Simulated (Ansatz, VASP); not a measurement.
**Sr in VASP and in Ansatz**

The input POSCAR:

```
Sr
1.0
   -2.6190000000      2.6190000000      2.5220000000
    2.6190000000     -2.6190000000      2.5220000000
    2.6190000000      2.6190000000     -2.5220000000
Sr
1
Direct
    0.0000000000      0.0000000000      0.0000000000
```

Contents of INCAR.step1:

```
  ALGO = Normal
  EDIFF = 1E-4
  ENCUT = 520
  GGA = PE
  ISMEAR = 0
  LASPH = True
  LCHARG = False
  LREAL = False
  LWAVE = True
  NBANDS = 11
  NELM = 60
  PREC = Accurate
  SIGMA = 0.15
```

The input INCAR.step2:

```
  ALGO = Normal
  EDIFF = 1E-7
  ENCUT = 520
  ISIF = 2
  ISMEAR = 0
  ISTART = 1
  LASPH = True
  LCHARG = False
  LMIXTAU = True
  LREAL = False
  LWAVE = False
  METAGGA = R2SCAN
  NBANDS = 11
  NELM = 60
  PREC = Accurate
  SIGMA = 0.15
```

File KPOINTS:

```
k-points
0
Gamma
  14 14 14
```

Input for Ansatz:

```yaml
crystal:
  lattice:
    - [-2.619, 2.619, 2.522]
    - [2.619, -2.619, 2.522]
    - [2.619, 2.619, -2.522]
  atoms:
    - { symbol: Sr, position: [0.0, 0.0, 0.0] }
basis:
  ecutwfc: 500
kpoints:
  mp_grid: { grid: [14, 14, 14] }
hamiltonian:
  xc: r2scan
scf:
  occupations: { method: gaussian, width: 0.15 }
output:
  forces: true
  stress: true
  eigenvalues: true
```

Change from the starting cell: strain +0.080 along x and y, +0.040 along z, atoms carried along.

Alike in both runs: task single point; functional r2SCAN; k mesh 14 × 14 × 14; occupations gaussian, width 0.15 eV; no spin polarisation.

```csv
,VASP,Ansatz
version,VASP 6.6.1,Ansatz 0.2.0
potentials or method,"VASP PAW PBE potentials, release 64 (Sr_sv), cutoff 520 eV","scalar-relativistic, plane waves, PAW"
valence electrons in the cell,10,10
```

|  | VASP | Ansatz | Ansatz less VASP |
| --- | --- | --- | --- |
| gap on the k mesh at the Fermi level (eV) | none | none | - |
| pressure (GPa) | -1.7 | -1.7 | 0.00 |

VASP's potentials were made for PBE, not for r2SCAN. A gap of «none» marks a metal or a gap that the smearing closes.
